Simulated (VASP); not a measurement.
A run of VASP 6.6.1:

INCAR

```
ALGO     = Fast           # electronic algorithm
EDIFF    = 1E-6           # SCF threshold, eV
ENCUT    = 520            # plane-wave cutoff, eV
GGA      = PE             # functional
ISIF     = 2              # what is computed and relaxed
ISMEAR   = 0              # smearing method
IVDW     = 12             # dispersion correction
LASPH    = True           # aspherical terms in the spheres
LCHARG   = False          # write CHGCAR
LREAL    = False          # projectors in reciprocal space
LWAVE    = False          # write WAVECAR
NBANDS   = 20             # bands
NELM     = 60             # most SCF steps
PREC     = Accurate       # precision mode
SIGMA    = 0.1            # smearing width, eV
```

KPOINTS

```
k-points
0
Gamma
  15 15 8
```

Contents of POSCAR:

```
In
1.0
    3.4382549162      0.0000000000      0.0000000000
   -1.7191274581      2.9776161021      0.0000000000
    0.0000000000      0.0000000000      5.6382612675
In
2
Direct
    0.3333333333      0.6666666667      0.2500000000
    0.6666666667      0.3333333333      0.7500000000
```

Potentials or basis: VASP PAW PBE potentials, release 64 (In_d).

Run with:

```sh
$ cat potpaw_PBE.64/In_d/POTCAR > POTCAR
$ mpirun -np 1 vasp_std > vasp.out
```

Hardware: 1 thread of Intel(R) Xeon(R) Platinum 8488C (Sapphire Rapids), on a shared host.

**Question.** How long does it take, and how much memory?

**Answer.** Wall time 100 s on 1 thread of Intel(R) Xeon(R) Platinum 8488C (Sapphire Rapids), on a shared host, peak memory 0.27 GiB. Counts: scf iterations 14, k points 135.
